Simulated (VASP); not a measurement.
# MgCd2Te3 (P3m1) in VASP: notebook, part 2 of 2

VASP 6.6.1. The steps go on from the part before.

## (5) Relaxation of cell and atoms, PBE

INCAR

```
  ALGO = Normal
  EDIFF = 1E-6
  EDIFFG = -0.04
  ENCUT = 600
  GGA = PE
  IBRION = 2
  ISIF = 3
  ISMEAR = 0
  LASPH = True
  LCHARG = False
  LREAL = False
  LWAVE = False
  NELM = 60
  NSW = 90
  PREC = Accurate
  SIGMA = 0.1
```

KPOINTS

```
k-points
0
Gamma
  6 6 2
```

POSCAR

```
MgCd2Te3
1.0
    4.3003172900      0.0000000000      0.0000000000
   -2.1501586500      3.7241840200      0.0000000000
    0.0000000000      0.0000000000     10.5335831000
Mg Cd Te
1 2 3
Direct
    0.3333333300      0.6666666700      0.6666666700
    0.0000000000      0.0000000000      0.0000000000
    0.6666666700      0.3333333300      0.3333333300
    0.0000000000      0.0000000000      0.7500000000
    0.3333333300      0.6666666700      0.4166666700
    0.6666666700      0.3333333300      0.0833333300
```

Started as:

```sh
cat potpaw_PBE.64/Mg/POTCAR potpaw_PBE.64/Cd/POTCAR potpaw_PBE.64/Te/POTCAR > POTCAR
mpirun -np 1 vasp_std > vasp.out
```

It took 4.5 min on 1 thread of Intel Xeon 6975P-C (Granite Rapids), shared host; peak memory 0.38 GiB.

The run converged. Its results:

- Free energy: -16.0055 eV
- Relaxed volume: 35.69 Å³/atom
- Relaxed cell: a = 4.659 Å, b = 4.659 Å, c = 11.390 Å, α = 90.00°, β = 90.00°, γ = 120.00°
- Space group after relaxing (to 0.1 Å): P3m1 (No. 156)
- Energy gained by relaxing: 279.9 meV/atom
- Ionic steps: 9
- Pressure after relaxing: 0.0 GPa
- Largest force after relaxing: 0.013 eV/Å
- Band gap on the k mesh: 0.98 eV

Forces on the atoms (eV/Å):
```
Mg   0.000  0.000 -0.011
Cd   0.000  0.000 -0.009
Cd   0.000  0.000  0.000
Te   0.000  0.000  0.013
Te   0.000  0.000  0.003
Te   0.000  0.000  0.004
```

The path:
```csv
step,energy change (eV),largest force (eV/Å),pressure (GPa),volume (Å³)
1,0.0000,0.6547,14.58,168.70
2,-1.4207,0.0787,-2.98,239.20
3,-1.6753,0.0953,0.12,213.70
4,-1.6756,0.0898,-0.01,214.68
5,-1.6766,0.0744,-0.03,214.63
6,-1.6788,0.0417,-0.02,214.48
7,-1.6787,0.0587,0.00,214.18
8,-1.6794,0.0476,-0.01,214.33
9,-1.6797,0.0133,0.02,214.11
```

Final structure:
```
CELL_PARAMETERS angstrom
4.65907 0.00000 0.00000
-2.32953 4.03487 0.00000
0.00000 0.00000 11.38965
ATOMIC_POSITIONS crystal
Mg 0.33333 0.66667 0.66850
Cd 0.00000 0.00000 0.99759
Cd 0.66667 0.33333 0.33469
Te 0.00000 0.00000 0.74531
Te 0.33333 0.66667 0.42072
Te 0.66667 0.33333 0.08319
```

Levels at points of the mesh, in eV from the valence-band top:
```
           k point  band 20  band 21  band 22  band 23  band 24  band 25
(0.00, 0.00, 0.00)    -0.07     0.00     0.00     0.98     2.02     2.58
(0.50, 0.00, 0.00)    -1.34    -1.00    -0.86     2.65     2.71     2.84
(0.00, 0.00, 0.50)    -0.31    -0.07    -0.07     1.82     1.91     2.63
(0.50, 0.00, 0.50)    -1.32    -0.66    -0.66     2.04     2.94     3.04
```

Caveat: the volume moved by over 15 % at a fixed basis, so the end points are rough; spin-orbit coupling is left out, which moves the levels of the heavy elements.

## (6) Single point, PBE

This run uses another cell than the first one: it holds 12 atoms, not 6.

INCAR

```
  ALGO = Normal
  EDIFF = 1E-6
  ENCUT = 520
  GGA = PE
  ISIF = 2
  ISMEAR = 0
  LASPH = True
  LCHARG = False
  LREAL = False
  LWAVE = False
  NBANDS = 56
  NELM = 60
  PREC = Accurate
  SIGMA = 0.1
```

KPOINTS

```
k-points
0
Gamma
  4 2 2
```

POSCAR

```
MgCd2Te3
1.0
    4.6589095198      0.0000000000      0.0000000000
    0.0000000001      8.0694679961      0.0000000000
    0.0000000000      0.0000000000     11.3788303584
Mg Cd Te
2 4 6
Direct
    0.0000000000      0.3333333333      0.6683871887
    0.5000000000      0.8333333333      0.6683871887
    0.0000000000      0.0000000000      0.9977230787
    0.5000000000      0.5000000000      0.9977230787
    0.5000000000      0.1666666667      0.3346437309
    0.0000000000      0.6666666667      0.3346437309
    1.0000000000      0.0000000000      0.7456273863
    0.5000000000      0.5000000000      0.7456273863
    0.0000000000      0.3333333333      0.4204132963
    0.5000000000      0.8333333333      0.4204132963
    0.5000000000      0.1666666667      0.0832053192
    0.0000000000      0.6666666667      0.0832053192
```

Potentials or basis: VASP PAW PBE potentials, release 64 (Mg, Cd, Te).

Started as:

```sh
cat potpaw_PBE.64/Mg/POTCAR potpaw_PBE.64/Cd/POTCAR potpaw_PBE.64/Te/POTCAR > POTCAR
mpirun -np 1 vasp_std > vasp.out
```

OUTCAR:

```text
EDIFF = 1E-6
   ENCUT = 520
   GGA = PE
   ISIF = 2
   ISMEAR = 0
   LASPH = True
   LREAL = False
   NELM = 60
   PREC = Accurate

 ion  position               nearest neighbor table
   1  0.000  0.333  0.668-   9 2.82   7 2.83   8 2.83   8 2.83
   2  0.500  0.833  0.668-  10 2.82   8 2.83   7 2.83   7 2.83
   3  0.000  0.000  0.998-  12 2.86  11 2.86  11 2.86   7 2.87
   4  0.500  0.500  0.998-  11 2.86  12 2.86  12 2.86   8 2.87
   5  0.500  0.167  0.335-  11 2.86   9 2.86   9 2.86  10 2.86
   6  0.000  0.667  0.335-  12 2.86  10 2.86  10 2.86   9 2.86
   7  0.000  0.000  0.746-   1 2.83   2 2.83   2 2.83   3 2.87
   8  0.500  0.500  0.746-   2 2.83   1 2.83   1 2.83   4 2.87
   9  0.000  0.333  0.420-   1 2.82   5 2.86   5 2.86   6 2.86
  10  0.500  0.833  0.420-   2 2.82   6 2.86   6 2.86   5 2.86
  11  0.500  0.167  0.083-   4 2.86   3 2.86   3 2.86   5 2.86
  12  0.000  0.667  0.083-   3 2.86   4 2.86   4 2.86   6 2.86

  LATTYP: Found a simple orthorhombic cell.
 ALAT       =     4.6589095198
 B/A-ratio  =     1.7320508076
 C/A-ratio  =     2.4423806279

  Lattice vectors:

 A1 = (   4.6589095198,   0.0000000000,   0.0000000000)
 A2 = (   0.0000000001,   8.0694679961,   0.0000000000)
 A3 = (   0.0000000000,   0.0000000000,  11.3788303584)

Analysis of symmetry for initial positions (statically):
=====================================================================
 Subroutine PRICEL returns following result:

  LATTYP: Found a hexagonal cell.
 ALAT       =     4.6589095198
 C/A-ratio  =     2.4423806279

  Lattice vectors:

 A1 = (  -4.6589095198,   0.0000000000,   0.0000000000)
 A2 = (   2.3294547598,  -4.0347339981,   0.0000000000)
 A3 = (   0.0000000000,   0.0000000000,  11.3788303584)

   2 primitive cells build up your supercell.

[... 152 lines left out ...]
   GGA     = PE    functional components
   LHFCALC =     F    Hartree Fock is set to
   AEXX    =    0.0000 exact exchange contribution
   IVDW    =     0    specifies the selected vdW correction
   LEPSILON=     F    determine dielectric tensor
   LRPA    =     F    only Hartree local field effects (RPA)
 non-spin polarized calculation
 Gauss-broadening in eV      SIGMA  =   0.10
  energy-cutoff  :      520.00
  volume of cell :      427.79
 maximum number of plane-waves:     11576
 NGX is ok and might be reduce to    36

 number of electron      87.9999989 magnetization

 Free energy of the ion-electron system (eV)
  ---------------------------------------------------
  ext. energy  EPLUGINS =         0.00000000
  ---------------------------------------------------
  free energy    TOTEN  =       -31.95185863 eV

  energy without entropy =      -31.95185863  energy(sigma->0) =      -31.95185863

 E-fermi :   2.3430     XC(G=0):  -8.1307

 val. band max:        1.8570479481   @ k =   0.0000   0.0000   0.0000
 cond. band min:       2.8417018693   @ k =   0.0000   0.0000   0.0000
 fundamental gap:      0.9846539211
 Fermi energy:         2.3430383823

 k-point     1 :       0.0000    0.0000    0.0000
  band No.  band energies     occupation
      1      -8.8303      2.00000
      2      -8.5915      2.00000
      3      -8.5003      2.00000
      4      -8.4139      2.00000
      5      -8.3861      2.00000
      6      -8.1612      2.00000
[... 697 lines left out ...]
     55       7.0572      0.00000
     56       7.0587      0.00000

------------------------ aborting loop because EDIFF is reached ----------------------------------------

  FORCE on cell =-STRESS in cart. coord.  units (eV):
  Direction    XX          YY          ZZ          XY          YZ          ZX
  --------------------------------------------------------------------------------------
  -------------------------------------------------------------------------------------
  Total        0.5261819      0.0570528      0.0641217      0.0000000     -0.0032982     -0.0000000
  in kB        1.9706963      0.2136785      0.2401535      0.0000000     -0.0123528     -0.0000000
  external PRESSURE =       0.8081761 kB  Pullay stress =       0.0000000 kB

 VOLUME and BASIS-vectors are now :
 -----------------------------------------------------------------------------
  energy-cutoff  :      520.00
  volume of cell :      427.79
      direct lattice vectors                 reciprocal lattice vectors
     4.658909520  0.000000000  0.000000000     0.214642503 -0.000000000  0.000000000
     0.000000000  8.069467996  0.000000000     0.000000000  0.123923907  0.000000000
     0.000000000  0.000000000 11.378830358     0.000000000  0.000000000  0.087882495

 POSITION                                       TOTAL-FORCE (eV/Angst)
 -----------------------------------------------------------------------------------
      0.00000      2.68982      7.60546        -0.000000     -0.001847     -0.006483
      2.32945      6.72456      7.60546        -0.000000     -0.001847     -0.006483
      0.00000      0.00000     11.35292        -0.000000     -0.011019     -0.006749
      2.32945      4.03473     11.35292        -0.000000     -0.011019     -0.006749
      2.32945      1.34491      3.80785        -0.000000     -0.010532     -0.008568
      0.00000      5.37965      3.80785        -0.000000     -0.010532     -0.008568
      0.00000      0.00000      8.48437         0.000000      0.001561     -0.013430
      2.32945      4.03473      8.48437         0.000000      0.001561     -0.013430
      0.00000      2.68982      4.78381         0.000000      0.010650      0.027048
      2.32945      6.72456      4.78381         0.000000      0.010650      0.027048
      2.32945      1.34491      0.94678         0.000000      0.011186      0.008181
      0.00000      5.37965      0.94678         0.000000      0.011186      0.008181
 -----------------------------------------------------------------------------------
    total drift:                                0.000000     -0.000024     -0.002068

  FREE ENERGIE OF THE ION-ELECTRON SYSTEM (eV)
  ---------------------------------------------------
  free  energy   TOTEN  =       -31.9518586349 eV

  energy  without entropy=      -31.9518586349  energy(sigma->0) =      -31.95185863
```

OSZICAR:

```text
N       E                     dE             d eps       ncg     rms          rms(c)
DAV:   1     0.519760255202E+03    0.51976E+03   -0.36532E+04  1344   0.132E+03
DAV:   2     0.199966379003E+01   -0.51776E+03   -0.50246E+03  1544   0.288E+02
DAV:   3    -0.327329652261E+02   -0.34733E+02   -0.34555E+02  1576   0.734E+01
DAV:   4    -0.333505952342E+02   -0.61763E+00   -0.61722E+00  1624   0.921E+00
DAV:   5    -0.333591757562E+02   -0.85805E-02   -0.85801E-02  1600   0.121E+00    0.105E+01
DAV:   6    -0.320392019903E+02    0.13200E+01   -0.27709E+00  1496   0.953E+00    0.853E+00
DAV:   7    -0.319389345232E+02    0.10027E+00   -0.12174E+00  1512   0.350E+00    0.336E+00
DAV:   8    -0.319490710929E+02   -0.10137E-01   -0.90137E-02  1496   0.186E+00    0.132E+00
DAV:   9    -0.319517098628E+02   -0.26388E-02   -0.11597E-02  1504   0.642E-01    0.352E-01
DAV:  10    -0.319515017063E+02    0.20816E-03   -0.46595E-03  1472   0.374E-01    0.118E-01
DAV:  11    -0.319517106811E+02   -0.20897E-03   -0.59630E-04  1520   0.999E-02    0.455E-02
DAV:  12    -0.319518003719E+02   -0.89691E-04   -0.96222E-05  1520   0.324E-02    0.278E-02
DAV:  13    -0.319518528854E+02   -0.52514E-04   -0.86049E-05  1448   0.425E-02    0.925E-03
DAV:  14    -0.319518583112E+02   -0.54258E-05   -0.10688E-05  1488   0.149E-02    0.125E-02
DAV:  15    -0.319518586349E+02   -0.32369E-06   -0.74657E-06  1272   0.951E-03
   1 F= -.31951859E+02 E0= -.31951859E+02  d E =-.429896E-12
```

Wall time 3.2 min (1 thread of Intel Xeon 6975P-C (Granite Rapids), shared host); peak memory 0.6 GiB.

Results:

```
Free energy            : -31.9519 eV
Pressure               : 0.1 GPa
Largest force          : 0.029 eV/Å
Band gap on the k mesh : 0.98 eV
```

Forces in eV/Å, atoms in the order of the input:
```
Mg   0.000 -0.002 -0.006
Mg   0.000 -0.002 -0.006
Cd   0.000 -0.011 -0.007
Cd   0.000 -0.011 -0.007
Cd   0.000 -0.011 -0.009
Cd   0.000 -0.011 -0.009
Te   0.000  0.002 -0.013
Te   0.000  0.002 -0.013
Te   0.000  0.011  0.027
Te   0.000  0.011  0.027
Te   0.000  0.011  0.008
Te   0.000  0.011  0.008
```

Levels at points of the mesh, in eV from the valence-band top:
```tsv
k point	band 40	band 41	band 42	band 43	band 44	band 45	band 46	band 47	band 48	band 49
(0.00, 0.00, 0.00)	-0.41	-0.41	-0.07	0.00	0.00	0.98	2.02	2.58	2.65	2.71
(0.50, 0.00, 0.00)	-1.37	-1.29	-1.29	-0.69	-0.69	3.09	3.09	3.16	3.16	3.73
(0.00, 0.50, 0.00)	-0.73	-0.47	-0.47	-0.46	-0.46	2.45	2.45	3.07	3.07	3.44
(0.50, 0.50, 0.00)	-1.34	-1.00	-1.00	-0.86	-0.86	2.65	2.65	2.71	2.71	2.84
(0.00, 0.00, 0.50)	-0.66	-0.32	-0.32	-0.07	-0.07	1.82	1.90	2.04	2.63	2.93
(0.50, 0.00, 0.50)	-1.57	-1.09	-1.09	-1.03	-1.03	3.04	3.04	3.50	3.50	4.32
(0.00, 0.50, 0.50)	-0.90	-0.78	-0.78	-0.36	-0.36	2.42	2.42	3.04	3.04	3.43
(0.50, 0.50, 0.50)	-1.33	-0.67	-0.67	-0.66	-0.66	2.04	2.04	2.93	2.93	3.04
```

Caveat: spin-orbit coupling is left out, which moves the levels of the heavy elements.

## (7) Overview

```tsv
task	cell	k mesh	cutoff (eV)	smearing	gap on the mesh (eV)	pressure (GPa)	largest force (eV/Å)
single point	a = 4.300, b = 4.300, c = 10.534 Å, angles 90.0, 90.0, 120.0°, 6 atoms, atomic positions A	6 × 6 × 2	520	gaussian 0.1 eV	1.77	14.6	0.65
single point	a = 4.650, b = 4.650, c = 11.363 Å, angles 90.0, 90.0, 120.0°, 6 atoms, atomic positions B	6 × 6 × 2	520	gaussian 0.1 eV	1.00	0.2	0.01
single point	a = 4.659, b = 4.659, c = 11.379 Å, angles 90.0, 90.0, 120.0°, 6 atoms, atomic positions B	6 × 6 × 4	520	gaussian 0.02 eV	0.99	0.1	0.01
relaxation of cell and atoms	relaxed from a = 4.300, b = 4.300, c = 10.534 Å, angles 90.0, 90.0, 120.0°, 6 atoms, atomic positions A	6 × 6 × 2	600	gaussian 0.1 eV	0.98	0.0	0.01
single point	a = 4.659, b = 8.069, c = 11.379 Å, 12 atoms, atomic positions C	4 × 2 × 2	520	gaussian 0.1 eV	0.98	0.1	0.03
```

Alike in all rows: level PBE; potentials or basis VASP PAW PBE potentials, release 64 (Mg, Cd, Te); no spin polarisation.

Caveats: spin-orbit coupling is left out, which moves the levels of the heavy elements; the cell stands under pressure (at least some runs); the volume moved by over 15 % at a fixed basis, so the end points are rough (at least some runs).

Total energies depend on the potentials used, so only differences within one code and one set of settings carry meaning.
